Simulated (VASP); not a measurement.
Here is a VASP 6.6.1 calculation.

File POSCAR:

```
Ti4B
1.0
    2.9357969418      0.0000000000      0.0000000000
   -1.4678984709      2.5424747320      0.0000000000
    0.0000000000      0.0000000000     25.9542893634
Ti B
4 1
Direct
    0.6666666667      0.3333333333      0.3274988531
    0.3333333333      0.6666666666      0.4168134331
    0.6666666667      0.3333333333      0.5098111311
    0.3333333333      0.6666666666      0.5928273767
    0.3333333333      1.1666666666      0.6530022699
```

Contents of INCAR.step1:

```
SYSTEM = Ti4B
ALGO = Normal ; DIPOL = 0.5 0.5 0.500
EDIFF = 1E-4 ; ENCUT = 520
GGA = PE ; IDIPOL = 3
ISMEAR = 0 ; LASPH = .TRUE.
LCHARG = .FALSE. ; LDIPOL = .TRUE.
LREAL = .FALSE. ; LWAVE = .TRUE.
NBANDS = 34 ; NELM = 60
PREC = Accurate ; SIGMA = 0.1
```

INCAR.step2

```
SYSTEM = Ti4B
ALGO = Normal ; DIPOL = 0.5 0.5 0.500
EDIFF = 1E-7 ; ENCUT = 520
IDIPOL = 3 ; ISIF = 2
ISMEAR = 0 ; ISTART = 1
LASPH = .TRUE. ; LCHARG = .FALSE.
LDIPOL = .TRUE. ; LMIXTAU = .TRUE.
LREAL = .FALSE. ; LWAVE = .FALSE.
METAGGA = R2SCAN ; NBANDS = 34
NELM = 60 ; PREC = Accurate
SIGMA = 0.1
```

File KPOINTS:

```
k-points
0
G
  12 12 1
  0 0 0
```

Potentials or basis: VASP PAW PBE potentials, release 64 (Ti_sv, B).

Launch:

```sh
$ cat potpaw_PBE.64/Ti_sv/POTCAR potpaw_PBE.64/B/POTCAR > POTCAR
$ cp INCAR.step1 INCAR
$ mpirun -np 1 vasp_std > vasp.out
$ cp INCAR.step2 INCAR
$ mpirun -np 1 vasp_std > vasp.out
```

Task: Predict the band gap on the k mesh.

Result: Zero (an odd number of electrons rules out a gap without spin polarisation).

Task: What does it give for the largest force?

Result: 1.055 eV/Å.

Forces on the atoms (eV/Å):
```
Ti   0.005  0.003  0.597
Ti  -0.011 -0.007 -0.505
Ti   0.010  0.006 -1.055
Ti   0.035  0.020  0.936
B   -0.039 -0.023  0.027
```

Caveat: the PAW data sets were made with another functional, which shifts forces and pressure a little.
